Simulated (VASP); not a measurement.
Here is a VASP 6.6.1 calculation.

Contents of INCAR:

```
ALGO     = Normal         # electronic algorithm
EDIFF    = 1E-8           # SCF threshold, eV
ENCUT    = 520            # plane-wave cutoff, eV
IBRION   = 8              # ionic algorithm
ISIF     = 2              # what is computed and relaxed
ISMEAR   = 0              # smearing method
LASPH    = T              # aspherical terms in the spheres
LCHARG   = F              # write CHGCAR
LEPSILON = T              # dielectric tensor by DFPT
LREAL    = F              # projectors in reciprocal space
LWAVE    = F              # write WAVECAR
NBANDS   = 26             # bands
NELM     = 60             # most SCF steps
NSW      = 1              # ionic steps
PREC     = Accurate       # precision mode
SIGMA    = 0.01           # smearing width, eV
```

KPOINTS

```
k-points
0
Gamma
  8 8 5
```

File POSCAR:

```
GaN
1.0
    3.0729536139      0.0000000000      0.0000000000
   -1.5364768070      2.6612558943      0.0000000000
    0.0000000000      0.0000000000      5.2023747079
Ga N
2 2
Direct
    0.3333333333      0.6666666667      0.0037195122
    0.6666666667      0.3333333333      0.5037195122
    0.3333333333      0.6666666667      0.3732804878
    0.6666666667      0.3333333333      0.8732804878
```

Potentials or basis: VASP PAW LDA potentials, release 64 (Ga_d, N).

Command:

```sh
$ cat potpaw_LDA.64/Ga_d/POTCAR potpaw_LDA.64/N/POTCAR > POTCAR
$ mpirun -np 1 vasp_std > vasp.out
```

(1) What does it give for the electronic dielectric tensor (diagonal)?

(2) What does it give for the Born charges (mean of the diagonal)?

(3) Predict the highest phonon frequency at Γ, LO-TO splitting left out.

Answers

(1) 5.46, 5.46, 5.81.

(2) Ga +2.60; N -2.60 e.

(3) 727 cm⁻¹.

Caveat: the cell stands under pressure or tension, which shifts response properties.
